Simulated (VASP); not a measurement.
# CoO (Fm-3m) in VASP: settings compared

The runs below take CoO through single point, with PBE, LDA, PBEsol, revPBE.

Everything below comes from runs of VASP 6.6.1. Logs are shortened: lines on timing, memory, paths and dates and some standing lists are left out, and cuts for length are marked.

## (1) The cell of the first run

The structure is cubic, space group Fm-3m (No. 225). The conventional cell has a = 4.263 Å, b = 4.263 Å, c = 4.263 Å, α = 90.00°, β = 90.00°, γ = 90.00°. Co (site symmetry m-3m) has 6 O at 2.13 Å within 2.8 Å. Within 2.8 Å of O (site symmetry m-3m) lie 6 Co at 2.13 Å.

## (2) Single point, PBE, collinear spin, ferromagnetic start

The input, INCAR:

```
SYSTEM = CoO
PREC = Accurate
ENCUT = 520
EDIFF = 1E-7
ISMEAR = -1
SIGMA = 0.05
LREAL = .False.
LASPH = .True.
NELM = 150
ALGO = Normal
ISIF = 2
LWAVE = .False.
LCHARG = .True.
ISPIN = 2
MAGMOM = 3.5 0
LORBIT = 11
LMAXMIX = 4
GGA = PE
LELF = .True.
LVHAR = .True.
NBANDS = 18
```

The input, KPOINTS:

```
regular mesh
0
Gamma
  11 11 11
  0 0 0
```

The input, POSCAR:

```
CoO
1.0
    0.0000000000      2.1315016600      2.1315016600
    2.1315016600      0.0000000000      2.1315016600
    2.1315016600      2.1315016600      0.0000000000
Co O
1 1
Direct
    0.0000000000      0.0000000000      0.0000000000
    0.5000000000      0.5000000000      0.5000000000
```

Potentials or basis: VASP PAW PBE potentials, release 64 (Co, O).

On the command line:

```sh
cat potpaw_PBE.64/Co/POTCAR potpaw_PBE.64/O/POTCAR > POTCAR
mpirun -np 1 vasp_std > vasp.out
```

OUTCAR:

```text
SYSTEM = CoO
   PREC = Accurate
   ENCUT = 520
   EDIFF = 1E-7
   ISMEAR = -1
   LREAL = .False.
   LASPH = .True.
   NELM = 150
   ISIF = 2
   ISPIN = 2
   LORBIT = 11
   GGA = PE

 ion  position               nearest neighbor table
   1  0.000  0.000  0.000-   2 2.13   2 2.13   2 2.13   2 2.13   2 2.13   2 2.13
   2  0.500  0.500  0.500-   1 2.13   1 2.13   1 2.13   1 2.13   1 2.13   1 2.13

  LATTYP: Found a face centered cubic cell.
 ALAT       =     4.2630033200

  Lattice vectors:

 A1 = (   0.0000000000,   2.1315016600,   2.1315016600)
 A2 = (   2.1315016600,   0.0000000000,   2.1315016600)
 A3 = (   2.1315016600,   2.1315016600,   0.0000000000)

Analysis of symmetry for initial positions (statically):
=====================================================================
 Subroutine PRICEL returns:
 Original cell was already a primitive cell.

 Routine SETGRP: Setting up the symmetry group for a
 face centered cubic supercell.

 Subroutine GETGRP returns: Found 48 space group operations
 (whereof 48 operations were pure point group operations)
 out of a pool of 48 trial point group operations.

The static configuration has the point symmetry O_h .

Analysis of symmetry for dynamics (positions and initial velocities):
=====================================================================
 Subroutine PRICEL returns:
 Original cell was already a primitive cell.

 Routine SETGRP: Setting up the symmetry group for a
 face centered cubic supercell.

 Subroutine GETGRP returns: Found 48 space group operations
 (whereof 48 operations were pure point group operations)
 out of a pool of 48 trial point group operations.

The dynamic configuration has the point symmetry O_h .

Analysis of structural, dynamic, and magnetic symmetry:
=====================================================================
 Subroutine PRICEL returns:
 Original cell was already a primitive cell.

 Routine SETGRP: Setting up the symmetry group for a
 face centered cubic supercell.

 Subroutine GETGRP returns: Found 48 space group operations
 (whereof 48 operations were pure point group operations)
 out of a pool of 48 trial point group operations.

The overall configuration has the point symmetry O_h .

 Subroutine INISYM returns: Found 48 space group operations
 (whereof 48 operations are pure point group operations),
 and found     1 'primitive' translations

[... 115 lines left out ...]
  volume/ion in A,a.u.               =       9.68        65.35
  Fermi-wavevector in a.u.,A,eV,Ry     =   1.503406  2.841025 30.752286  2.260229
  Thomas-Fermi vector in A             =   2.614520
   LORBIT       =     11    0 simple, 1 ext, 2 COOP (PROOUT), +10 PAW based schemes
   GGA     = PE    functional components
   LHFCALC =     F    Hartree Fock is set to
   AEXX    =    0.0000 exact exchange contribution
   IVDW    =     0    specifies the selected vdW correction
   LEPSILON=     F    determine dielectric tensor
   LRPA    =     F    only Hartree local field effects (RPA)
 spin polarized calculation
  energy-cutoff  :      520.00
  volume of cell :       19.37
 maximum number of plane-waves:       534
   NGX = 11   NGY = 11   NGZ = 11

 number of electron      15.0000007 magnetization       2.8995059

 Free energy of the ion-electron system (eV)
  ---------------------------------------------------
  ext. energy  EPLUGINS =         0.00000000
  ---------------------------------------------------
  free energy    TOTEN  =       -13.06237317 eV

  energy without entropy =      -13.02766170  energy(sigma->0) =      -13.04501743

 E-fermi :   7.8690     XC(G=0): -12.3954

 val. band max:        7.8624077387   @ k =  -0.2727   0.1818   0.0000
 cond. band min:       7.8694749266   @ k =  -0.1818   0.2727   0.0909
 fundamental gap:      0.0070671879
 Fermi energy:         7.8689893211

 spin component 1

 k-point     1 :       0.0000    0.0000    0.0000
  band No.  band energies     occupation
      1     -12.2934      1.00000
      2       4.6174      1.00000
      3       4.6174      1.00000
      4       4.7703      1.00000
      5       4.7703      1.00000
      6       4.7703      1.00000
[... 493 lines left out ...]
     17      35.6128      0.00000
     18      37.4013      0.00000

 [... further k-points ...]

 spin component 2

 k-point     1 :       0.0000    0.0000    0.0000
  band No.  band energies     occupation
      1     -11.7960      1.00000
      2       5.3244      1.00000
      3       5.3244      1.00000
      4       5.3244      1.00000
      5       6.7795      1.00000
      6       6.7795      1.00000
[... 493 lines left out ...]
     17      36.2252      0.00000
     18      37.9873      0.00000

 [... further k-points ...]

------------------------ aborting loop because EDIFF is reached ----------------------------------------

  FORCE on cell =-STRESS in cart. coord.  units (eV):
  Direction    XX          YY          ZZ          XY          YZ          ZX
  --------------------------------------------------------------------------------------
  -------------------------------------------------------------------------------------
  Total       -0.2898092     -0.2898092     -0.2898092      0.0000000      0.0000000     -0.0000000
  in kB      -23.9737384    -23.9737384    -23.9737384      0.0000000      0.0000000     -0.0000000
  external PRESSURE =     -23.9737384 kB  Pullay stress =       0.0000000 kB

 VOLUME and BASIS-vectors are now :
 -----------------------------------------------------------------------------
  energy-cutoff  :      520.00
  volume of cell :       19.37
      direct lattice vectors                 reciprocal lattice vectors
     0.000000000  2.131501660  2.131501660    -0.234576407  0.234576407  0.234576407
     2.131501660  0.000000000  2.131501660     0.234576407 -0.234576407  0.234576407
     2.131501660  2.131501660  0.000000000     0.234576407  0.234576407 -0.234576407

 POSITION                                       TOTAL-FORCE (eV/Angst)
 -----------------------------------------------------------------------------------
      0.00000      0.00000      0.00000         0.000000      0.000000      0.000000
      2.13150      2.13150      2.13150        -0.000000     -0.000000     -0.000000
 -----------------------------------------------------------------------------------
    total drift:                                0.000000     -0.000000     -0.000000

  FREE ENERGIE OF THE ION-ELECTRON SYSTEM (eV)
  ---------------------------------------------------
  free  energy   TOTEN  =       -13.0623731700 eV

  energy  without entropy=      -13.0276616996  energy(sigma->0) =      -13.04501743

 total charge

# of ion       s       p       d       tot
------------------------------------------
    1        0.293   0.354   7.142   7.789
    2        1.556   3.422   0.000   4.978
--------------------------------------------------
tot          1.849   3.776   7.142  12.768

 magnetization (x)

# of ion       s       p       d       tot
------------------------------------------
    1        0.020   0.018   2.515   2.554
    2        0.028   0.267   0.000   0.295
--------------------------------------------------
tot          0.049   0.284   2.515   2.849
```

Wall time 58 s (1 thread of Intel Xeon Platinum 8375C at 2.90GHz (Ice Lake), shared host); peak memory 0.16 GiB.

Results:

```
Free energy                                           : -13.0624 eV
Pressure                                              : -2.4 GPa
Net moment                                            : 2.90 μB per cell
Site moments                                          : Co +2.55; O +0.29 μB
Valence electrons inside the program's atomic spheres : Co 7.79; O 4.98
```

Levels at points of the mesh, in eV from the Fermi level:
Spin up:
| k point | band 7 | band 8 | band 9 | band 10 | band 11 | band 12 |
| --- | --- | --- | --- | --- | --- | --- |
| (0.00, 0.00, 0.00) | -3.05 | -3.05 | -3.05 | 1.00 | 16.86 | 18.13 |
Spin down:
```tsv
k point	band 4	band 5	band 6	band 7	band 8	band 9
(0.00, 0.00, 0.00)	-2.54	-1.09	-1.09	-1.09	0.07	0.07
```

Caveat: a cell with one magnetic atom can't hold antiferromagnetic order, which such compounds often take; semilocal functionals often make such compounds metallic where correlation or magnetic order opens a gap, which also shifts bond lengths. With open d or f shells a metallic result of PBE can be an artefact of self-interaction; +U or a hybrid may open a gap.

## (3) Single point, LDA, collinear spin, ferromagnetic start

This run uses another cell than the first one, of 8.48 Å³/atom, 0.875 times its volume.

The input, INCAR:

```
SYSTEM = CoO
ALGO     = Normal         ! electronic algorithm
EDIFF    = 1E-7           ! SCF threshold, eV
ENCUT    = 520            ! plane-wave cutoff, eV
ISIF     = 2              ! what is computed and relaxed
ISMEAR   = -1             ! smearing method
ISPIN    = 2              ! spin polarisation
LASPH    = .True.         ! aspherical terms in the spheres
LCHARG   = .False.        ! write CHGCAR
LMAXMIX  = 4              ! l up to which the mixer works
LORBIT   = 11             ! projections on sites
LREAL    = .False.        ! projectors in reciprocal space
LWAVE    = .False.        ! write WAVECAR
MAGMOM   = 2 0            ! initial moments
NBANDS   = 18             ! bands
NELM     = 150            ! most SCF steps
PREC     = Accurate       ! precision mode
SIGMA    = 0.05           ! smearing width, eV
```

The input, KPOINTS:

```
k-points
0
Gamma
  11 11 11
  0 0 0
```

The input, POSCAR:

```
CoO
1.0
    0.0000000000      2.0389512246      2.0389512246
    2.0389512246      0.0000000000      2.0389512246
    2.0389512246      2.0389512246      0.0000000000
Co O
1 1
Direct
    0.0000000000      0.0000000000      0.0000000000
    0.5000000000      0.5000000000      0.5000000000
```

Potentials or basis: VASP PAW LDA potentials, release 64 (Co, O).

On the command line:

```sh
cat potpaw_LDA.64/Co/POTCAR potpaw_LDA.64/O/POTCAR > POTCAR
mpirun -np 1 vasp_std > vasp.out
```

Wall time 29 s (1 thread of AMD EPYC 9R45 (Zen 5), shared host); peak memory 0.12 GiB.

The run converged. Its results:

* Free energy: -14.8480 eV
* Pressure: -1.9 GPa
* Net moment: 2.04 μB per cell
* Site moments: Co +1.83; O +0.17 μB
* Valence electrons inside the program's atomic spheres: Co 8.12; O 4.98

Levels at points of the mesh, in eV from the Fermi level:
Spin up:
| k point | band 7 | band 8 | band 9 | band 10 | band 11 | band 12 |
| --- | --- | --- | --- | --- | --- | --- |
| (0.00, 0.00, 0.00) | -2.85 | -2.72 | -2.72 | 1.79 | 17.05 | 19.14 |
Spin down:
```
           k point  band 2  band 3  band 4  band 5  band 6  band 7  band 8  band 9  band 10  band 11
(0.00, 0.00, 0.00)   -3.59   -3.59   -3.59   -1.46   -1.46   -1.46   -0.80   -0.80     2.16    17.14
```

Caveat: a cell with one magnetic atom can't hold antiferromagnetic order, which such compounds often take; semilocal functionals often make such compounds metallic where correlation or magnetic order opens a gap, which also shifts bond lengths.

## (4) Single point, PBEsol, collinear spin, ferromagnetic start

This run uses another cell than the first one, of 9.08 Å³/atom, 0.937 times its volume.

The input, INCAR:

```
PREC = Accurate
ENCUT = 520
EDIFF = 1E-6
ISMEAR = -1
SIGMA = 0.05
LREAL = F
LASPH = T
NELM = 150
ALGO = Normal
ISIF = 2
LWAVE = F
LCHARG = T
ISPIN = 2
MAGMOM = 2 0
LORBIT = 11
LMAXMIX = 4
GGA = PS
LELF = T
LVHAR = T
NBANDS = 18
```

The input, KPOINTS:

```
regular mesh
0
Gamma
  11 11 11
```

The input, POSCAR:

```
CoO
1.0
    0.0000000000      2.0858838981      2.0858838981
    2.0858838981      0.0000000000      2.0858838981
    2.0858838981      2.0858838981      0.0000000000
Co O
1 1
Direct
    0.0000000000      0.0000000000      0.0000000000
    0.5000000000      0.5000000000      0.5000000000
```

Potentials or basis: VASP PAW PBE potentials, release 64 (Co, O).

On the command line:

```sh
cat potpaw_PBE.64/Co/POTCAR potpaw_PBE.64/O/POTCAR > POTCAR
mpirun -np 1 vasp_std > vasp.out
```

It took 30 s on 1 thread of AMD EPYC 9R45 (Zen 5), shared host; peak memory 0.14 GiB.

It converged, with:

* Free energy: -14.0045 eV
* Pressure: -0.9 GPa
* Net moment: 2.77 μB per cell
* Site moments: Co +2.44; O +0.28 μB
* Valence electrons inside the program's atomic spheres: Co 7.92; O 4.98

Levels at points of the mesh, in eV from the Fermi level:
Spin up:
| k point | band 6 | band 7 | band 8 | band 9 | band 10 | band 11 | band 12 | band 13 |
| --- | --- | --- | --- | --- | --- | --- | --- | --- |
| (0.00, 0.00, 0.00) | -3.27 | -3.17 | -3.17 | -3.17 | 1.19 | 16.75 | 18.42 | 18.42 |
Spin down:
| k point | band 3 | band 4 | band 5 | band 6 | band 7 | band 8 | band 9 | band 10 |
| --- | --- | --- | --- | --- | --- | --- | --- | --- |
| (0.00, 0.00, 0.00) | -2.96 | -2.96 | -1.25 | -1.25 | -1.25 | -0.25 | -0.25 | 1.72 |

Caveat: the PAW data sets were made with another functional, which shifts forces and pressure a little; a cell with one magnetic atom can't hold antiferromagnetic order, which such compounds often take; semilocal functionals often make such compounds metallic where correlation or magnetic order opens a gap, which also shifts bond lengths.

## (5) Single point, PBE, collinear spin, ferromagnetic start

This run uses another cell than the first one, of 9.58 Å³/atom, 0.989 times its volume.

The input, INCAR:

```
ALGO = Normal ; EDIFF = 1E-7
ENCUT = 520 ; GGA = PE
ISIF = 2 ; ISMEAR = -1
ISPIN = 2 ; LASPH = True
LCHARG = False ; LMAXMIX = 4
LORBIT = 11 ; LREAL = False
LWAVE = False ; MAGMOM = 2 0
NBANDS = 18 ; NELM = 150
PREC = Accurate ; SIGMA = 0.05
```

The input, KPOINTS:

```
k-points
0
Gamma
  11 11 11
```

The input, POSCAR:

```
CoO
1.0
    0.0000000000      2.1235622909      2.1235622909
    2.1235622909      0.0000000000      2.1235622909
    2.1235622909      2.1235622909      0.0000000000
Co O
1 1
Direct
    0.0000000000      0.0000000000      0.0000000000
    0.5000000000      0.5000000000      0.5000000000
```

On the command line:

```sh
cat potpaw_PBE.64/Co/POTCAR potpaw_PBE.64/O/POTCAR > POTCAR
mpirun -np 1 vasp_std > vasp.out
```

Run time: 34 s. Hardware: 1 thread of AMD EPYC 9R45 (Zen 5), shared host; peak memory 0.14 GiB.

The run converged. Its results:

| Quantity | Value |
| --- | --- |
| Free energy | -13.0642 eV |
| Pressure | -0.6 GPa |
| Net moment | 2.87 μB per cell |
| Site moments | Co +2.54; O +0.29 μB |
| Valence electrons inside the program's atomic spheres | Co 7.81; O 4.98 |

Levels at points of the mesh, in eV from the Fermi level:
Spin up:
```tsv
k point	band 5	band 6	band 7	band 8	band 9	band 10	band 11	band 12	band 13	band 14
(0.00, 0.00, 0.00)	-3.15	-3.15	-3.06	-3.06	-3.06	1.05	16.89	18.22	18.22	18.22
```
Spin down:
```
           k point  band 2  band 3  band 4  band 5  band 6  band 7  band 8  band 9  band 10  band 11
(0.00, 0.00, 0.00)   -2.60   -2.60   -2.60   -1.11   -1.11   -1.11    0.06    0.06     1.58    16.80
```

Caveat: a cell with one magnetic atom can't hold antiferromagnetic order, which such compounds often take; semilocal functionals often make such compounds metallic where correlation or magnetic order opens a gap, which also shifts bond lengths.

## (6) Single point, revPBE, collinear spin, ferromagnetic start

This run uses another cell than the first one, of 9.83 Å³/atom, 1.015 times its volume.

The input, INCAR:

```
SYSTEM = CoO
ALGO = Normal
EDIFF = 1E-7
ENCUT = 520
GGA = RE
ISIF = 2
ISMEAR = -1
ISPIN = 2
LASPH = .True.
LCHARG = .True.
LELF = .True.
LMAXMIX = 4
LORBIT = 11
LREAL = .False.
LVHAR = .True.
LWAVE = .False.
MAGMOM = 2 0
NBANDS = 18
NELM = 150
PREC = Accurate
SIGMA = 0.05
```

The input, KPOINTS:

```
k-points
0
Gamma
  11 11 11
  0 0 0
```

The input, POSCAR:

```
CoO
1.0
    0.0000000000      2.1423928868      2.1423928868
    2.1423928868      0.0000000000      2.1423928868
    2.1423928868      2.1423928868      0.0000000000
Co O
1 1
Direct
    0.0000000000      0.0000000000      0.0000000000
    0.5000000000      0.5000000000      0.5000000000
```

Potentials or basis: VASP PAW PBE potentials, release 64 (Co, O).

On the command line:

```sh
cat potpaw_PBE.64/Co/POTCAR potpaw_PBE.64/O/POTCAR > POTCAR
mpirun -np 1 vasp_std > vasp.out
```

Wall time 35 s (1 thread of AMD EPYC 9R45 (Zen 5), shared host); peak memory 0.14 GiB.

It converged, with:

- Free energy: -12.3385 eV
- Pressure: -0.4 GPa
- Net moment: 2.95 μB per cell
- Site moments: Co +2.59; O +0.31 μB
- Valence electrons inside the program's atomic spheres: Co 7.76; O 4.98

Levels at points of the mesh, in eV from the Fermi level:
Spin up:
| k point | band 6 | band 7 | band 8 | band 9 | band 10 | band 11 | band 12 | band 13 |
| --- | --- | --- | --- | --- | --- | --- | --- | --- |
| (0.00, 0.00, 0.00) | -3.07 | -3.02 | -3.02 | -3.02 | 0.96 | 16.88 | 18.05 | 18.05 |
Spin down:
| k point | band 4 | band 5 | band 6 | band 7 | band 8 | band 9 |
| --- | --- | --- | --- | --- | --- | --- |
| (0.00, 0.00, 0.00) | -2.44 | -1.05 | -1.05 | -1.05 | 0.16 | 0.16 |

Caveat: the PAW data sets were made with another functional, which shifts forces and pressure a little; a cell with one magnetic atom can't hold antiferromagnetic order, which such compounds often take; semilocal functionals often make such compounds metallic where correlation or magnetic order opens a gap, which also shifts bond lengths.

## (7) The runs side by side

| level | potentials or basis | cell | gap on the mesh (eV) | pressure (GPa) | moment (μB) |
| --- | --- | --- | --- | --- | --- |
| PBE | VASP PAW PBE potentials, release 64 (Co, O) | a = 3.014 Å, angles 60.0°, 2 atoms | none | -2.4 | 2.90 |
| LDA | VASP PAW LDA potentials, release 64 (Co, O) | a = 2.884 Å, angles 60.0°, 2 atoms | none | -1.9 | 2.04 |
| PBEsol | VASP PAW PBE potentials, release 64 (Co, O) | a = 2.950 Å, angles 60.0°, 2 atoms | none | -0.9 | 2.77 |
| PBE | VASP PAW PBE potentials, release 64 (Co, O) | a = 3.003 Å, angles 60.0°, 2 atoms | none | -0.6 | 2.87 |
| revPBE | VASP PAW PBE potentials, release 64 (Co, O) | a = 3.030 Å, angles 60.0°, 2 atoms | none | -0.4 | 2.95 |

Alike in all rows: task single point; spin collinear, ferromagnetic start; k mesh 11 × 11 × 11; cutoff (eV) 520; smearing fermi-dirac 0.05 eV.

Caveats: a cell with one magnetic atom can't hold antiferromagnetic order, which such compounds often take; semilocal functionals often make such compounds metallic where correlation or magnetic order opens a gap, which also shifts bond lengths; the PAW data sets were made with another functional, which shifts forces and pressure a little (some runs).

Absolute energies hang on the potentials; compare differences alone.
